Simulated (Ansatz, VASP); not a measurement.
## One calculation of LiH, two programs

Contents of INCAR:

```
SYSTEM = LiH
PREC = Accurate
ENCUT = 520
EDIFF = 1E-6
ISMEAR = 0
SIGMA = 0.05
LREAL = .False.
LASPH = .True.
NELM = 100
ALGO = Normal
ISIF = 2
LWAVE = .False.
LCHARG = .False.
GGA = PE
NBANDS = 9
```

KPOINTS

```
regular mesh
0
Gamma
  10 10 10
  0 0 0
```

File POSCAR:

```
LiH
1.0
    0.0000000000      1.8699000000      1.8699000000
    1.8699000000      0.0000000000      1.8699000000
    1.8699000000      1.8699000000      0.0000000000
Li H
1 1
Direct
    0.0000000000      0.0000000000      0.0000000000
    0.5000000000      0.5000000000      0.5000000000
```

Input for Ansatz:

```yaml
crystal:
  lattice:
    - [0.0, 1.8699, 1.8699]
    - [1.8699, 0.0, 1.8699]
    - [1.8699, 1.8699, 0.0]
  atoms:
    - { symbol: Li, position: [0.0, 0.0, 0.0] }
    - { symbol: H, position: [0.5, 0.5, 0.5] }
basis:
  ecutwfc: 420
kpoints:
  mp_grid: { grid: [10, 10, 10] }
hamiltonian:
  xc: pbe
scf:
  occupations: { method: gaussian, width: 0.05 }
output:
  forces: true
  stress: true
  eigenvalues: true
```

Change from the starting cell: strain -0.080 along x and y, -0.080 along z, atoms carried along.

Alike in both runs: task single point; functional PBE; k mesh 10 × 10 × 10; occupations gaussian, width 0.05 eV; no spin polarisation.

|  | VASP | Ansatz |
| --- | --- | --- |
| version | VASP 6.6.1 | Ansatz 0.2.0 |
| potentials or method | VASP PAW PBE potentials, release 64 (Li_sv, H), cutoff 520 eV | scalar-relativistic, plane waves, PAW |
| valence electrons in the cell | 4 | 4 |

VASP gave:

* gap on the k mesh at the Fermi level (eV): 2.78
* least direct gap on the mesh (eV): 2.78

What did Ansatz give for the same quantities?

gap on the k mesh at the Fermi level (eV): 2.79; least direct gap on the mesh (eV): 2.79.

The functional is the same, so the differences come from potentials, cutoffs and numerics.

Noted on VASP's run: the cutoff is short for stress, so the pressure is rough.
